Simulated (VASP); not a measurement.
Crystal: Fe2Ge.

```
Fe Ge
1.0
     4.16363    0.00000    0.00000
    -2.08182    3.60581    0.00000
     0.00000    0.00000    2.62647
Fe Ge
2 1
Direct
  0.66667 0.33333 0.50000
  0.33333 0.66667 0.50000
  0.00000 0.00000 0.00000
```

| Quantity | Value |
| --- | --- |
| Program | VASP 6.6.1 |
| Task | relaxation of cell and atoms |
| Functional | PBEsol |
| Potentials or basis | VASP PAW PBE potentials, release 64 (Fe, Ge_d) |
| Cutoff | 600 eV |
| k mesh | 6 × 6 × 8 |
| Occupations | fermi-dirac, width 0.05 eV |
| Spin | collinear spin, ferromagnetic start |
| Starting moments | [3.5, 3.5, 0.0] μB |

At the start: pressure -6.9 GPa; volume 13.14 Å³/atom.

Problem. How do energy, volume and symmetry change on relaxing?

Solution. Over 6 steps the energy falls by 19.3 meV/atom and the volume is 12.27 Å³/atom (-6.6 %); space group P6/mmm (No. 191, to 0.1 Å) before and after; moment 4.38 μB per cell.

Step by step:
| step | energy change (eV) | largest force (eV/Å) | pressure (GPa) | volume (Å³) |
| --- | --- | --- | --- | --- |
| 1 | 0.0000 | 0.0000 | -6.89 | 39.43 |
| 2 | -0.0551 | 0.0000 | 1.61 | 36.29 |
| 3 | -0.0571 | 0.0000 | -0.02 | 36.83 |
| 4 | -0.0571 | 0.0000 | 0.16 | 36.78 |
| 5 | -0.0577 | 0.0000 | -0.03 | 36.80 |
| 6 | -0.0578 | 0.0000 | -0.19 | 36.82 |

Final structure:
```
Fe Ge
1.0
     4.04721    0.00000    0.00000
    -2.02361    3.50499    0.00000
     0.00000    0.00000    2.59561
Fe Ge
2 1
Direct
  0.66667 0.33333 0.50000
  0.33333 0.66667 0.50000
  0.00000 0.00000 0.00000
```

Caveat: the PAW data sets were made with another functional, which shifts forces and pressure a little.
